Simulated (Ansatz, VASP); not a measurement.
## One calculation of Si2Cl, two programs

```
Si Cl
1.0
     1.94039    1.12029    5.50037
    -1.94039    1.12029    5.50037
     0.00000   -2.24057    5.50037
Si Cl
2 1
Direct
  0.14578 0.14578 0.14578
  0.85422 0.85422 0.85422
  0.00000 0.00000 0.00000
```

Alike in both runs: functional PBE; k mesh 15 × 15 × 15; occupations gaussian, width 0.1 eV; no spin polarisation.

Ansatz relaxed the structure, and its values are those at the end. VASP's run is a single point on that final structure, the one shown.

|  | VASP | Ansatz |
| --- | --- | --- |
| version | VASP 6.6.1 | Ansatz 0.2.0 |
| potentials or method | VASP PAW PBE potentials, release 64 (Si, Cl), cutoff 520 eV | scalar-relativistic, plane waves, PAW |
| valence electrons in the cell | 15 | 15 |

Ansatz gave:

* gap on the k mesh at the Fermi level (eV): none
* pressure (GPa): 0.0
* rms of the force components (eV/Å): 0.003

Problem. Estimate VASP's values.

Solution. gap on the k mesh at the Fermi level (eV): none; pressure (GPa): -0.1; rms of the force components (eV/Å): 0.007.

A gap of «none» marks a metal or a gap that the smearing closes. With one functional, cell and mesh, what is left measures potentials, basis and numerics.
